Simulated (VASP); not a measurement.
**Os: single point with r2SCAN**

Os:

```
Os
1.0
     0.00000    1.91582    2.00335
     1.91582    0.00000    2.00335
     1.91582    1.91582    0.00000
Os
1
Direct
  0.00000 0.00000 0.00000
```

This cell differs from its parent crystal: strain -0.015 along x and y, +0.030 along z.

```
Program                : VASP 6.6.1
Task                   : single point
Functional             : r2SCAN
Potentials or basis    : VASP PAW PBE potentials, release 64 (Os)
Cutoff                 : 520 eV
k mesh                 : 20 × 20 × 20
Occupations            : gaussian, width 0.15 eV
Spin                   : no spin polarisation
Dipole correction      : no
Further INCAR settings : ALGO = Normal; EDIFF = 1e-07; NBANDS = 10
```

| Property | Result |
| --- | --- |
| Pressure | -15.7 GPa |
| Band gap on the k mesh | zero (band 4 reaches 11.04 eV, above the bottom of band 5 at 6.84 eV) |

Stress tensor (GPa, compression positive):
```
-11.01   0.00   0.00
  0.00 -11.01   0.00
  0.00   0.00 -25.19
```

Levels at points of the mesh, in eV from the Fermi level:
| k point | band 1 | band 2 | band 3 | band 4 | band 5 | band 6 | band 7 | band 8 |
| --- | --- | --- | --- | --- | --- | --- | --- | --- |
| (0.00, 0.00, 0.00) | -10.88 | -3.35 | -2.68 | -2.68 | -0.46 | 0.40 | 14.97 | 19.83 |
| (0.50, 0.00, 0.00) | -7.61 | -3.41 | -2.75 | -0.25 | 2.16 | 2.48 | 8.83 | 14.47 |
| (0.50, 0.50, 0.00) | -7.47 | -6.71 | 1.64 | 2.31 | 2.96 | 2.96 | 11.29 | 13.10 |
| (0.50, 0.00, 0.50) | -7.41 | -6.73 | 2.19 | 2.61 | 2.67 | 3.31 | 12.00 | 12.53 |

Run time: 110 s on 1 thread of Intel(R) Xeon(R) 6975P-C (Granite Rapids), with other jobs on the host, peak memory 0.22 GiB.

Caveat: the cell differs from its parent crystal (strain -0.015 along x and y, +0.030 along z); the PAW data sets were made with another functional, which shifts forces and pressure a little; spin-orbit coupling is left out, which moves the levels of the heavy elements.
